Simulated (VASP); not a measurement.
Sc: single point with PBEsol

The system is Sc.

```
CELL_PARAMETERS angstrom
3.27692 0.00000 0.00000
-1.63846 2.83790 0.00000
0.00000 0.00000 5.08251
ATOMIC_POSITIONS crystal
Sc 0.33333 0.66667 0.25000
Sc 0.66667 0.33333 0.75000
```

```yaml
Program: VASP 6.6.1
Task: single point
Functional: PBEsol
Potentials_or_basis: VASP PAW PBE potentials, release 64 (Sc_sv)
Cutoff: 520 eV
k_mesh: 15 × 15 × 8
Occupations: gaussian, width 0.1 eV
Spin: no spin polarisation
```

```
Pressure               : 0.0 GPa
Band gap on the k mesh : zero (band 11 reaches 4.84 eV, above the bottom of band 12 at 3.26 eV)
```

Levels at points of the mesh, in eV from the Fermi level:
```
           k point  band 9  band 10  band 11  band 12  band 13  band 14
(0.00, 0.00, 0.00)   -5.21    -1.70     0.75     1.63     1.63     1.94
(0.00, 0.00, 0.50)   -3.60    -3.60     1.02     1.02     1.54     1.54
```

It took 45 s on 1 thread of Intel(R) Xeon(R) Platinum 8488C (Sapphire Rapids) (shared host), peak memory 0.22 GiB.

Caveat: the PAW data sets were made with another functional, which shifts forces and pressure a little.
